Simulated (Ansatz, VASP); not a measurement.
# ZnSe in VASP and in Ansatz

```
CELL_PARAMETERS angstrom
0.00000 2.83244 2.83244
2.83244 0.00000 2.83244
2.83244 2.83244 0.00000
ATOMIC_POSITIONS crystal
Zn 0.00000 0.00000 0.00000
Se 0.75000 0.75000 0.75000
```

Alike in both runs: task single point; functional PBE; k mesh 4 × 4 × 4; occupations tetrahedron; no spin polarisation.

|  | VASP | Ansatz |
| --- | --- | --- |
| version | VASP 6.6.1 | Ansatz 0.2.0 |
| potentials or method | VASP PAW PBE potentials, release 64 (Zn, Se), cutoff 500 eV | scalar-relativistic, plane waves, PAW |
| valence electrons in the cell | 18 | 28 |

```csv
,VASP,Ansatz,Ansatz less VASP
gap on the k mesh at the Fermi level (eV),1.28,1.28,-0.002
least direct gap on the mesh (eV),1.28,1.28,-0.002
pressure (GPa),2.8,2.5,-0.24
```

With one functional, cell and mesh, what is left measures potentials, basis and numerics. VASP's potentials hold 18 valence electrons a cell and Ansatz's 28, so a difference there can come from the potentials and not from the codes. Ansatz's warnings: band table not solved further, tetrahedron derivatives may miss energy slope.

The k mesh is coarse, so the values compare programs but aren't converged.
